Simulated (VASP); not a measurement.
Set up this calculation in VASP 6.6.1, as the native input.

* Task: single point
* Functional: LDA
* Potentials or basis: VASP PAW LDA potentials, release 64 (Mg, O)
* Cutoff: 520 eV
* k mesh: 12 × 12 × 6
* Occupations: gaussian, width 0.01 eV
* Spin: no spin polarisation
* Dipole correction: no
* Further INCAR settings: ALGO = Normal; EDIFF = 1e-06; NBANDS = 11

The structure of MgO lies in POSCAR:

```
MgO
1.0
    2.9380210000      0.0000000000      0.0000000000
   -1.4690100000      2.5444010000      0.0000000000
    0.0000000000      0.0000000000      2.6796800000
Mg O
1 1
Direct
    0.0000000000      0.0000000000      0.0000000000
    0.3333333333      0.6666666667      0.5000000000
```

These files were run (other wordings do the same):

INCAR

```
ALGO = Normal
EDIFF = 1E-6
ENCUT = 520
GGA = CA
ISIF = 2
ISMEAR = 0
LASPH = True
LCHARG = True
LELF = True
LREAL = False
LVHAR = True
LWAVE = False
NBANDS = 11
NELM = 80
PREC = Accurate
SIGMA = 0.01
```

KPOINTS

```
k-points
0
Gamma
  12 12 6
```

Potentials or basis: VASP PAW LDA potentials, release 64 (Mg, O).

Command:

```bash
$ cat potpaw_LDA.64/Mg/POTCAR potpaw_LDA.64/O/POTCAR > POTCAR
$ mpirun -np 1 vasp_std > vasp.out
```

Results of the run:

| Item | Value |
| --- | --- |
| Pressure | -11.0 GPa |
| Band gap on the k mesh | 2.94 eV, indirect (least direct gap 3.35 eV) |

It took 17 s on 1 thread of Intel Xeon 8259CL (shared host), peak memory 0.13 GiB.
